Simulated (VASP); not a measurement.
# Ta2NbO2: single point with PBE

Ta2NbO2:

```
Ta Nb O
1.0
     4.59559    0.00000    0.00000
    -2.29779    3.97989    0.00000
     0.00000    0.00000    3.97145
Ta Nb O
2 1 2
Cartesian
  0.0000 2.6533 1.9857
  2.2978 1.3266 1.9857
  0.0000 0.0000 0.0000
  0.0000 2.6533 0.0000
  2.2978 1.3266 0.0000
```

```
Program                : VASP 6.6.1
Task                   : single point
Functional             : PBE
Potentials or basis    : VASP PAW PBE potentials, release 64 (Ta_pv, Nb_sv, O)
Cutoff                 : 520 eV
k mesh                 : 6 × 6 × 6
Occupations            : gaussian, width 0.1 eV
Spin                   : no spin polarisation
Dipole correction      : no
Further INCAR settings : ALGO = Normal; EDIFF = 1e-06; NBANDS = 32
```

```yaml
Pressure: 0.3 GPa
```

Stress tensor (GPa, compression positive):
```
-0.08  0.00  0.00
 0.00 -0.08  0.00
 0.00  0.00  0.93
```

Levels at points of the mesh, in eV from the Fermi level:
```
           k point  band 19  band 20  band 21  band 22  band 23  band 24  band 25  band 26  band 27  band 28
(0.00, 0.00, 0.00)    -4.36    -1.02    -1.02    -0.94    -0.94    -0.38    -0.38     0.03     0.64     0.64
(0.50, 0.00, 0.00)    -3.59    -2.59    -2.47    -2.04    -1.49    -0.82    -0.52     0.56     0.78     1.82
(0.00, 0.00, 0.50)    -4.86    -2.56    -2.56     0.43     0.43     0.72     1.29     1.42     1.42     2.24
(0.50, 0.00, 0.50)    -3.57    -2.64    -2.27    -0.89    -0.27    -0.25     0.61     0.84     1.51     1.82
```

Run time: 43 s on 1 thread of AMD EPYC 9R45 96-Core Processor (Zen 5) (shared host), peak memory 0.19 GiB.

Caveat: spin-orbit coupling is left out, which moves the levels of the heavy elements; an odd number of electrons without spin polarisation forces a metal; a magnetic or distorted state may lie lower.
